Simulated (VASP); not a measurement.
Set up this calculation in VASP 6.6.1, as the native input.

* Task: single point
* Functional: r2SCAN
* Potentials or basis: VASP PAW PBE potentials, release 64 (Pb_d, Se)
* Cutoff: 520 eV
* k mesh: 6 × 6 × 6
* Occupations: fermi-dirac, width 0.02 eV
* Spin: no spin polarisation
* Dipole correction: no
* Further INCAR settings: ALGO = Normal; EDIFF = 1e-06; NBANDS = 17

Crystal: PbSe.

```xyz
2
Lattice="3.7682 0.0000 0.0000 0.0000 3.7682 0.0000 0.0000 0.0000 3.7682" Properties=species:S:1:pos:R:3 pbc="T T T"
Pb    0.0000    0.0000    0.0000
Se    1.8841    1.8841    1.8841
```

One way to write it, as run:

POSCAR

```
PbSe
1.0
    3.7681579098      0.0000000000      0.0000000000
    0.0000000000      3.7681579098      0.0000000000
    0.0000000000      0.0000000000      3.7681579098
Pb Se
1 1
Direct
    0.0000000000      0.0000000000      0.0000000000
    0.5000000000      0.5000000000      0.5000000000
```

INCAR.step1

```
SYSTEM = PbSe
PREC     = Accurate       ! precision mode
ENCUT    = 520            ! plane-wave cutoff, eV
ISMEAR   = -1             ! smearing method
SIGMA    = 0.02           ! smearing width, eV
LREAL    = .FALSE.        ! projectors in reciprocal space
LASPH    = .TRUE.         ! aspherical terms in the spheres
NELM     = 80             ! most SCF steps
NBANDS   = 17             ! bands
GGA      = PE             ! functional
ALGO     = Normal         ! electronic algorithm
EDIFF    = 1E-4           ! SCF threshold, eV
LWAVE    = .TRUE.         ! write WAVECAR
LCHARG   = .FALSE.        ! write CHGCAR
```

INCAR.step2

```
SYSTEM = PbSe
PREC     = Accurate       ! precision mode
ENCUT    = 520            ! plane-wave cutoff, eV
EDIFF    = 1E-6           ! SCF threshold, eV
ISMEAR   = -1             ! smearing method
SIGMA    = 0.02           ! smearing width, eV
LREAL    = .FALSE.        ! projectors in reciprocal space
LASPH    = .TRUE.         ! aspherical terms in the spheres
NELM     = 80             ! most SCF steps
ALGO     = Normal         ! electronic algorithm
ISIF     = 2              ! what is computed and relaxed
LWAVE    = .FALSE.        ! write WAVECAR
LCHARG   = .FALSE.        ! write CHGCAR
METAGGA  = R2SCAN         ! meta-GGA
LMIXTAU  = .TRUE.       
NBANDS   = 17             ! bands
ISTART   = 1
```

KPOINTS

```
regular mesh
0
G
  6 6 6
  0 0 0
```

Potentials or basis: VASP PAW PBE potentials, release 64 (Pb_d, Se).

Run with:

```console
$ cat potpaw_PBE.64/Pb_d/POTCAR potpaw_PBE.64/Se/POTCAR > POTCAR
$ cp INCAR.step1 INCAR
$ mpirun -np 1 vasp_std > vasp.out
$ cp INCAR.step2 INCAR
$ mpirun -np 1 vasp_std > vasp.out
```

It gave:

- Pressure: 0.1 GPa
- Band gap on the k mesh: zero (bands 10 and 11 overlap by 0.56 eV)

Caveat: semilocal functionals underestimate gaps, so a narrow gap can read as zero; the PAW data sets were made with another functional, which shifts forces and pressure a little; spin-orbit coupling is left out, which moves the levels of the heavy elements.

Run time: 98 s on 1 thread of Intel Xeon 8259CL, with other jobs on the host, peak memory 0.17 GiB.
